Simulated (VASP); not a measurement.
Runs of VASP 6.6.1 on ZrS2. The structure is that of space group P-3m1 (No. 164), or close to it. The cells are those of the table. 

```tsv
cell	gap on the mesh (eV)	pressure (GPa)	largest force (eV/Å)
a = 3.521, b = 3.521, c = 5.327 Å, angles 90.0, 90.0, 120.0°, 3 atoms	0.02	6.1	(c)
a = 3.547, b = 3.547, c = 5.394 Å, angles 90.0, 90.0, 120.0°, 3 atoms	0.16	4.1	0.02
a = 3.575, b = 3.575, c = 5.488 Å, angles 90.0, 90.0, 120.0°, 3 atoms	(b)	2.1	0.02
a = 3.607, b = 3.607, c = 5.646 Å, angles 90.0, 90.0, 120.0°, 3 atoms	0.59	(a)	0.02
```

Alike in all rows: task single point; level LDA; potentials or basis VASP PAW LDA potentials, release 64 (Zr_sv, S); no spin polarisation; k mesh 5 × 5 × 3; cutoff (eV) 500; smearing gaussian 0.01 eV.

Fill in the values left out.

(a) 0.1; (b) 0.34; (c) 0.03.

A k mesh can miss the band edges, and the runs leave out spin-orbit coupling on Zr.
